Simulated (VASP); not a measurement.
Runs of VASP 6.6.1 on KI. The structure is that of space group Fm-3m (No. 225), or close to it. The cells are those of the table. 

| task | cell | cutoff (eV) | k mesh for the DOS | occupations for the DOS | gap on the mesh (eV) | pressure (GPa) |
| --- | --- | --- | --- | --- | --- | --- |
| single point | a = 4.971 Å, angles 60.0°, 2 atoms | 520 | - | - | 4.00 | 0.8 |
| single point | a = 5.174 Å, angles 60.0°, 2 atoms | 520 | - | - | 3.73 | (a) |
| single point | a = 5.023 Å, angles 60.0°, 2 atoms | 520 | - | - | 3.93 | 0.4 |
| relaxation of cell and atoms | relaxed from a = 4.996 Å, angles 60.0°, 2 atoms | 600 | - | - | (b) | 0.0 |

Alike in all rows: level PBE; potentials or basis VASP PAW PBE potentials, release 64 (K_sv, I); no spin polarisation; k mesh 6 × 6 × 6; smearing gaussian 0.02 eV.

**Question.** Fill in the values left out.

**Answer.** (a) -0.5; (b) 3.85.

Caveats: spin-orbit coupling is left out, which moves the levels of the heavy elements.

A k mesh can miss the band edges, and the runs leave out spin-orbit coupling on I.
